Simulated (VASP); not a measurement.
Wanted: the native input for a VASP 6.6.1 run.

```yaml
Task: single point
Functional: PBE
Potentials_or_basis: VASP PAW PBE potentials, release 64 (Sb, As)
Cutoff: 520 eV
k_mesh: 6 × 6 × 6
Occupations: gaussian, width 0.1 eV
Spin: no spin polarisation
Dipole_correction: no
Further_INCAR_settings: ALGO = Normal; EDIFF = 1e-06; NBANDS = 14
```

The structure of SbAs2 lies in POSCAR:

```
SbAs2
1.0
    0.0000000000      3.2396358569      3.2396358569
    3.2396358569      0.0000000000      3.2396358569
    3.2396358569      3.2396358569      0.0000000000
Sb As
1 2
Direct
    0.0000000000      0.0000000000      0.0000000000
    0.2500000000      0.2500000000      0.2500000000
    0.7500000000      0.7500000000      0.7500000000
```

One way to write it, as run:

INCAR

```
SYSTEM = SbAs2
ALGO = Normal ; EDIFF = 1E-6
ENCUT = 520 ; GGA = PE
ISIF = 2 ; ISMEAR = 0
LASPH = .True. ; LCHARG = .False.
LREAL = .False. ; LWAVE = .False.
NBANDS = 14 ; NELM = 80
PREC = Accurate ; SIGMA = 0.1
```

KPOINTS

```
k-points
0
Gamma
  6 6 6
  0 0 0
```

Potentials or basis: VASP PAW PBE potentials, release 64 (Sb, As).

Run with:

```sh
$ cat potpaw_PBE.64/Sb/POTCAR potpaw_PBE.64/As/POTCAR > POTCAR
$ mpirun -np 1 vasp_std > vasp.out
```

It gave:

```yaml
Pressure: 11.2 GPa
```

Wall time 16 s on 1 thread of Intel(R) Xeon(R) Platinum 8259CL CPU @ 2.50GHz (Skylake/Cascade Lake) (shared host), peak memory 0.21 GiB.
